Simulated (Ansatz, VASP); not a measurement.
**BPd4 in VASP and in Ansatz**

```
B Pd
1.0
     4.20139    0.00000    0.00000
     0.00000    4.20139    0.00000
     0.00000    0.00000    4.20139
B Pd
1 4
Direct
  0.50000 0.50000 0.50000
  0.23423 0.23423 0.23423
  0.76577 0.76577 0.23423
  0.76577 0.23423 0.76577
  0.23423 0.76577 0.76577
```

Alike in both runs: functional PBE; k mesh 4 × 4 × 4; occupations gaussian, width 0.1 eV; no spin polarisation.

Ansatz relaxed the structure, and its values are those at the end. VASP's run is a single point on that final structure, the one shown.

|  | VASP | Ansatz |
| --- | --- | --- |
| version | VASP 6.6.1 | Ansatz 0.2.0 |
| potentials or method | VASP PAW PBE potentials, release 64 (B_h, Pd_sv_GW), cutoff 1230 eV | scalar-relativistic, plane waves, PAW |
| valence electrons in the cell | 75 | 75 |

VASP gave:

* gap on the k mesh at the Fermi level (eV): none
* pressure (GPa): -0.1
* rms of the force components (eV/Å): 0.009

**Question.** What did Ansatz give for the same quantities?

**Answer.** gap on the k mesh at the Fermi level (eV): none; pressure (GPa): 0.0; rms of the force components (eV/Å): 0.014.

A gap of «none» marks a metal or a gap that the smearing closes. The functional is the same, so the differences come from potentials, cutoffs and numerics.

The k mesh is coarse, so the values compare programs but aren't converged.
